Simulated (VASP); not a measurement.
# BN (F-43m) in VASP: notebook, part 3 of 4

VASP 6.6.1. Earlier steps stand in the parts before.

### 5 G0W0 quasiparticle levels, PBE

Input file POSCAR:

```
BN
1.0
    0.0000000000      1.8080000000      1.8080000000
    1.8080000000      0.0000000000      1.8080000000
    1.8080000000      1.8080000000      0.0000000000
B N
1 1
Direct
    0.0000000000      0.0000000000      0.0000000000
    0.2500000000      0.2500000000      0.2500000000
```

Input file INCAR.step1:

```
PREC = Accurate
ENCUT = 500
EDIFF = 1E-8
ISMEAR = 0
SIGMA = 0.01
LREAL = False
LASPH = True
NELM = 100
ALGO = Normal
LWAVE = True
LCHARG = False
GGA = PE
```

Input file INCAR.step2:

```
PREC = Accurate
ENCUT = 500
EDIFF = 1E-8
ISMEAR = 0
SIGMA = 0.01
LREAL = False
LASPH = True
NELM = 1
ALGO = Exact
LWAVE = True
LCHARG = False
GGA = PE
NBANDS = 59
LOPTICS = True
ISTART = 1
```

Input file INCAR.step3:

```
PREC = Accurate
ENCUT = 500
EDIFF = 1E-8
ISMEAR = 0
SIGMA = 0.01
LREAL = False
LASPH = True
ALGO = EVGW0
LWAVE = False
LCHARG = False
GGA = PE
NELMGW = 1
NBANDS = 59
ENCUTGW = 113.3
NOMEGA = 48
PRECFOCK = Fast
ISTART = 1
NBANDSGW = 12
```

Input file KPOINTS:

```
Automatic mesh
0
Gamma
  4 4 4
```

Potentials or basis: VASP PAW PBE potentials, release 64 (B_GW, N_GW).

The run is started by

```console
> cat potpaw_PBE.64/B_GW/POTCAR potpaw_PBE.64/N_GW/POTCAR > POTCAR
> cp INCAR.step1 INCAR
> mpirun -np 1 vasp_std > vasp.out
> cp INCAR.step2 INCAR
> mpirun -np 1 vasp_std > vasp.out
> cp INCAR.step3 INCAR
> mpirun -np 1 vasp_std > vasp.out
```

OUTCAR:

```text
PREC = Accurate
   ENCUT = 500
   EDIFF = 1E-8
   ISMEAR = 0
   LREAL = False
   LASPH = True
   GGA = PE
   NELMGW = 1
   ENCUTGW = 113.3
   PRECFOCK = Fast
   ISTART = 1

 ion  position               nearest neighbor table
   1  0.000  0.000  0.000-   2 1.57   2 1.57   2 1.57   2 1.57
   2  0.250  0.250  0.250-   1 1.57   1 1.57   1 1.57   1 1.57

  LATTYP: Found a face centered cubic cell.
 ALAT       =     3.6160000000

  Lattice vectors:

 A1 = (   0.0000000000,   1.8080000000,   1.8080000000)
 A2 = (   1.8080000000,   0.0000000000,   1.8080000000)
 A3 = (   1.8080000000,   1.8080000000,   0.0000000000)

Analysis of symmetry for initial positions (statically):
=====================================================================
 Subroutine PRICEL returns:
 Original cell was already a primitive cell.

 Routine SETGRP: Setting up the symmetry group for a
 face centered cubic supercell.

 Subroutine GETGRP returns: Found 24 space group operations
 (whereof 24 operations were pure point group operations)
 out of a pool of 48 trial point group operations.

The static configuration has the point symmetry T_d .

Analysis of symmetry for dynamics (positions and initial velocities):
=====================================================================
 Subroutine PRICEL returns:
 Original cell was already a primitive cell.

 Routine SETGRP: Setting up the symmetry group for a
 face centered cubic supercell.

 Subroutine GETGRP returns: Found 24 space group operations
 (whereof 24 operations were pure point group operations)
 out of a pool of 48 trial point group operations.

The dynamic configuration has the point symmetry T_d .

 Subroutine INISYM returns: Found 24 space group operations
 (whereof 24 operations are pure point group operations),
 and found     1 'primitive' translations

----------------------------------------------------------------------------------------

                                     Primitive cell

  volume of cell :      11.8202

  direct lattice vectors                    reciprocal lattice vectors
     0.000000000  1.808000000  1.808000000    -0.276548673  0.276548673  0.276548673
     1.808000000  0.000000000  1.808000000     0.276548673 -0.276548673  0.276548673
     1.808000000  1.808000000  0.000000000     0.276548673  0.276548673 -0.276548673

  length of vectors
     2.556898121  2.556898121  2.556898121     0.478996352  0.478996352  0.478996352

  position of ions in fractional coordinates (direct lattice)
     0.000000000  0.000000000  0.000000000
     0.250000000  0.250000000  0.250000000

  ion indices of the primitive-cell ions
   primitive index   ion index
                 1           1
                 2           2

----------------------------------------------------------------------------------------

 KPOINTS: Automatic mesh

Automatic generation of k-mesh.
 Grid dimensions read from file:
 generate k-points for:    4    4    4

 Generating k-lattice:

  Cartesian coordinates                     Fractional coordinates (reciprocal lattice)
    -0.069137168  0.069137168  0.069137168     0.250000000  0.000000000  0.000000000
     0.069137168 -0.069137168  0.069137168     0.000000000  0.250000000  0.000000000
     0.069137168  0.069137168 -0.069137168     0.000000000  0.000000000  0.250000000

  Length of vectors
     0.119749088  0.119749088  0.119749088

  Shift w.r.t. Gamma in fractional coordinates (k-lattice)
     0.000000000  0.000000000  0.000000000

 Subroutine IBZKPT returns following result:
 ===========================================

 Found      8 irreducible k-points:

 Following reciprocal coordinates:
            Coordinates               Weight
  0.000000  0.000000  0.000000      1.000000
  0.250000  0.000000  0.000000      8.000000
  0.500000  0.000000  0.000000      4.000000
  0.250000  0.250000  0.000000      6.000000
  0.500000  0.250000  0.000000     24.000000
 -0.250000  0.250000  0.000000     12.000000
  0.500000  0.500000  0.000000      3.000000
 -0.250000  0.500000  0.250000      6.000000
   k-points           NKPTS =      8   k-points in BZ     NKDIM =     64   number of bands    NBANDS=     59
   number of dos      NEDOS =    301   number of ions     NIONS =      2
   total plane-waves  NPLWV =   8000
   dimension x,y,z NGX =    20 NGY =   20 NGZ =   20
   dimension x,y,z NGXF=    40 NGYF=   40 NGZF=   40
   ions per type =               1   1
   NGX,Y,Z   is equivalent  to a cutoff of  13.00, 13.00, 13.00 a.u.
   NGXF,Y,Z  is equivalent  to a cutoff of  26.01, 26.01, 26.01 a.u.
 SYSTEM =  unknown system
   PREC   = accura    normal or accurate (medium, high low for compatibility)
   ISTART =      1    job   : 0-new  1-cont  2-samecut
   ICHARG =      0    charge: 1-file 2-atom 10-const
   ISPIN  =      1    spin polarized calculation?
   LNONCOLLINEAR =      F non collinear calculations
   LSORBIT =      F    spin-orbit coupling
   LASPH  =      T    aspherical Exc in radial PAW
   ENCUT  =  500.0 eV  36.75 Ry    6.06 a.u.   4.66  4.66  4.66*2*pi/ulx,y,z
   NELM   =     60;   NELMIN=  2; NELMDL=  0     # of ELM steps
   EDIFF  = 0.1E-07   stopping-criterion for ELM
   LREAL  =      F    real-space projection
   EDIFFG = 0.1E-06   stopping-criterion for IOM
   NSW    =      0    number of steps for IOM
   IBRION =     -1    ionic relax: 0-MD 1-quasi-New 2-CG
   NFREE  =      0    steps in history (QN), initial steepest desc. (CG)
   ISIF   =      0    stress and relaxation
   ISYM   =      3    0-nonsym 1-usesym 2-fastsym
   POTIM  = 0.5000    time-step for ionic-motion
   TEBEG  =    0.0;   TEEND  =   0.0 temperature during run
   PSTRESS=    0.0 pullay stress
   NELECT =       8.0000    total number of electrons
   NUPDOWN=      -1.0000    fix difference up-down
   EMIN   =  10.00;   EMAX   =-10.00  energy-range for DOS
   EFERMI =   0.00;   METHOD = LEGACY
   ISMEAR =     0;   SIGMA  =   0.01  broadening in eV -4-tet -1-fermi 0-gaus
   EFERMI_NEDOS =   21; number of points for ismear=-14 and -15
   IALGO  =     38    algorithm
   IMIX   =      4    mixing-type and parameters
     AMIX     =   0.40;   BMIX     =  1.00
     AMIX_MAG =   1.60;   BMIX_MAG =  1.00
  volume/ion in A,a.u.               =       5.91        39.88
  Fermi-wavevector in a.u.,A,eV,Ry     =   1.437352  2.716201 28.109366  2.065980
  Thomas-Fermi vector in A             =   2.556439
   LORBIT       =      0    0 simple, 1 ext, 2 COOP (PROOUT), +10 PAW based schemes
   GGA     = PE    functional components
   LHFCALC =     T    Hartree Fock is set to
   PRECFOCK=fast      Normal, Fast or Accurate (Low or Medium for compatibility)
   ENCUT4O =  -1.0   cutoff for four orbital integrals eV
   NKREDX  =     1    reduce k-point grid by
   NKREDY  =     1    reduce k-point grid by
   NKREDZ  =     1    reduce k-point grid by
   AEXX    =    1.0000 exact exchange contribution
   HFSCREEN=    0.0000 screening length (either q_TF or 0.3 A-1)
   HFSCREENC=   0.0000 screening length for correlation (either q_TF or 0.3 A-1)
   ENCUTFOCK=  -1.0 apply spherical cutoff to Coloumb kernel
   IVDW    =     0    specifies the selected vdW correction
   LEPSILON=     F    determine dielectric tensor
   LRPA    =     F    only Hartree local field effects (RPA)
   LRPAFORCE           =     F    calculate RPA forces
   ENCUTGW             = 113.3    cutoff for response function in eV
   ENCUTGWSOFT         =  90.6    soft cutoff for Coulomb kernel in GW response function in eV
   ENCUTLF             =  -1.0    cutoff for local field effects
   NELMGW              =     1    number of iterations in solving QP/BSE equation
   NELMHF              =     1    number of iterations in the inner HF iteration
   NKREDLFX            =     1    NKREDLFY  =   1   NKREDLFZ  =   1
 non-spin polarized calculation
 Gauss-broadening in eV      SIGMA  =   0.01
  energy-cutoff  :      500.00
  volume of cell :       11.82
 maximum number of plane-waves:       308
 NGX is ok and might be reduce to    20
  NGX = 12; NGY = 12; NGZ = 12
   NGX =  9   NGY =  9   NGZ =  9
 maximum number of plane-waves:        34
 NGX is ok and might be reduce to    10

 QP shifts <psi_nk| G(iteration)W_0 |psi_nk>: iteration 1
 for sc-GW calculations column KS-energies equals QP-energies in previous step
 and V_xc(KS)=  KS-energies - (<T + V_ion + V_H > + <T+V_H+V_ion>^1  + <V_x>^1)

 k-point   1 :       0.0000    0.0000    0.0000
  band No.  KS-energies  QP-energies   sigma(KS)   V_xc(KS)     V^pw_x(r,r')   Z            occupation Imag(sigma)

      1     -12.7528     -14.6632     -17.9242     -15.4789     -26.4766       0.7812       2.0000       1.4609
      2       7.4838       6.8479     -19.0563     -18.2828     -22.0837       0.8221       2.0000       0.1056
      3       7.4838       6.8479     -19.0563     -18.2828     -22.0837       0.8221       2.0000       0.1056
      4       7.4838       6.8479     -19.0563     -18.2828     -22.0837       0.8221       2.0000       0.1056
      5      16.2747      17.6206     -12.1562     -13.7790      -6.8879       0.8294       0.0000      -0.1223
      6      16.2747      17.6206     -12.1562     -13.7790      -6.8879       0.8294       0.0000      -0.1223
      7      16.2747      17.6206     -12.1562     -13.7790      -6.8879       0.8294       0.0000      -0.1223
      8      17.8103      18.9980     -13.9654     -15.4250      -8.2707       0.8137       0.0000      -0.1457
      9      32.1886      32.6539     -10.8355     -11.4217      -3.2835       0.7937       0.0000      -0.6275
     10      35.2254      36.4235     -11.8708     -13.3116      -5.4232       0.8316       0.0000      -0.5698
     11      35.2254      36.4235     -11.8708     -13.3116      -5.4232       0.8316       0.0000      -0.5698
     12      35.8269      36.5367     -10.2171     -11.0670      -3.0269       0.8352       0.0000      -1.0213
[... 100 lines left out ...]
      1      -6.8551      -8.3160     -19.4804     -17.5546     -26.9699       0.7586       2.0000       0.7084
      2      -0.1192      -1.6154     -17.6322     -15.7333     -22.2734       0.7880       2.0000       0.2065
      3       0.5094      -0.8086     -17.0501     -15.3999     -21.2176       0.7987       2.0000       0.1802
      4       0.9644      -0.2789     -16.6085     -15.0598     -20.4393       0.8028       2.0000       0.1626
      5      17.0724      18.2443     -13.2601     -14.6798      -8.2005       0.8255       0.0000      -0.1273
      6      20.7625      22.1792     -12.5772     -14.3394      -6.1316       0.8040       0.0000      -0.1948
      7      21.9634      23.0440     -11.0844     -12.3947      -5.1812       0.8247       0.0000      -0.1672
      8      22.1198      23.8250     -14.3865     -16.5433      -7.9947       0.7906       0.0000      -0.2048
      9      26.7875      28.5141     -14.0944     -16.3124      -6.7950       0.7784       0.0000      -0.3500
     10      33.0420      34.5711     -12.1007     -14.0295      -4.3398       0.7928       0.0000      -0.7047
     11      36.9905      38.0182     -11.7192     -12.9666      -4.2469       0.8239       0.0000      -0.9502
     12      40.7893      42.0493     -11.3868     -12.9232      -3.7653       0.8201       0.0000      -1.0873
```

Run time: 9.8 s. Hardware: 1 thread of Intel Xeon Platinum 8559C (Emerald Rapids), shared host; peak memory 0.14 GiB.

Results:

* Band gap on the k mesh, mean-field level: 4.44 eV, indirect (least direct gap 8.79 eV)
* Quasiparticle gap: 5.75 eV
* Least direct quasiparticle gap: 10.77 eV

Caveat: the k points lie up to 0.75 Å⁻¹ apart; bands, screening cutoff and mesh are small and nothing is extrapolated, so the quasiparticle values aren't converged. A k mesh can miss the band edges.

[end of part 3 of 4]
